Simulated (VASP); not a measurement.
Ba3B2:

```
CELL_PARAMETERS angstrom
-2.80990 2.88567 3.83980
2.80990 -2.88567 3.83980
2.80990 2.88567 -3.83980
ATOMIC_POSITIONS crystal
Ba 0.23041 0.73041 0.50000
Ba 0.76959 0.26959 0.50000
Ba 0.50000 0.50000 0.00000
B 0.00000 0.16398 0.16398
B 0.00000 0.83602 0.83602
```

The cell was generated, and may not be a known phase.

| Item | Value |
| --- | --- |
| Program | VASP 6.6.1 |
| Task | relaxation of cell and atoms |
| Functional | PBE |
| Potentials or basis | VASP PAW PBE potentials, release 64 (Ba_sv, B) |
| Cutoff | 600 eV |
| k mesh | 4 × 4 × 4 |
| Occupations | gaussian, width 0.1 eV |
| Spin | no spin polarisation |

At the start: pressure 8.2 GPa; volume 24.91 Å³/atom.

Problem. How do energy, volume and symmetry change on relaxing?

Solution. Over 54 steps the energy falls by 628.2 meV/atom and the volume is 37.44 Å³/atom (+50.3 %); space group Immm (No. 71, to 0.1 Å) before and after.

Step by step:
| step | energy change (eV) | largest force (eV/Å) | pressure (GPa) | volume (Å³) |
| --- | --- | --- | --- | --- |
| 1 | 0.0000 | 4.0845 | 8.21 | 124.54 |
| 3 | -1.7999 | 0.9201 | 0.76 | 149.17 |
| 5 | -1.9218 | 0.9527 | -1.12 | 153.44 |
| 7 | -2.1854 | 0.4859 | -1.17 | 148.40 |
| 9 | -2.2559 | 0.2751 | 0.03 | 141.08 |
| 11 | -2.2919 | 0.2001 | 0.09 | 140.25 |
| 13 | -2.3102 | 0.1099 | 0.15 | 141.57 |
| 15 | -2.3203 | 0.0886 | 0.11 | 142.14 |
| 17 | -2.4362 | 0.1351 | 0.07 | 146.48 |
| 19 | -2.5837 | 0.6502 | 0.21 | 150.69 |
| 21 | -2.6070 | 0.7111 | 0.18 | 152.74 |
| 23 | -2.7039 | 0.5555 | 0.02 | 156.33 |
| 25 | -2.8033 | 0.3112 | -0.12 | 161.33 |
| 27 | -2.8871 | 0.9029 | 0.37 | 162.59 |
| 29 | -2.9109 | 0.5195 | 0.58 | 163.02 |
| 31 | -2.9500 | 0.1417 | 1.01 | 166.37 |
| 33 | -3.0407 | 1.3838 | -0.16 | 188.94 |
| 35 | -3.0736 | 0.4028 | -0.44 | 187.23 |
| 37 | -3.0884 | 0.2364 | -0.62 | 188.52 |
| 39 | -3.1172 | 0.1465 | 0.51 | 182.09 |
| 41 | -3.1299 | 0.1913 | 0.31 | 184.05 |
| 43 | -3.1362 | 0.2181 | 0.25 | 185.01 |
| 45 | -3.1392 | 0.0615 | 0.01 | 186.42 |
| 47 | -3.1395 | 0.0578 | 0.01 | 186.45 |
| 49 | -3.1401 | 0.1624 | 0.00 | 187.06 |
| 51 | -3.1405 | 0.1020 | 0.01 | 186.92 |
| 53 | -3.1408 | 0.0744 | 0.11 | 187.31 |
| 54 | -3.1409 | 0.0233 | 0.08 | 187.19 |

Final structure:
```
CELL_PARAMETERS angstrom
-3.38032 2.05672 6.73130
3.38032 -2.05672 6.73130
3.38032 2.05672 -6.73130
ATOMIC_POSITIONS crystal
Ba 0.34496 0.84496 0.50000
Ba 0.65504 0.15504 0.50000
Ba 0.50000 0.50000 0.00000
B 0.00000 0.11569 0.11569
B 0.00000 0.88431 0.88431
```

Caveat: the volume moved by over 15 % at a fixed basis, so the end points are rough.
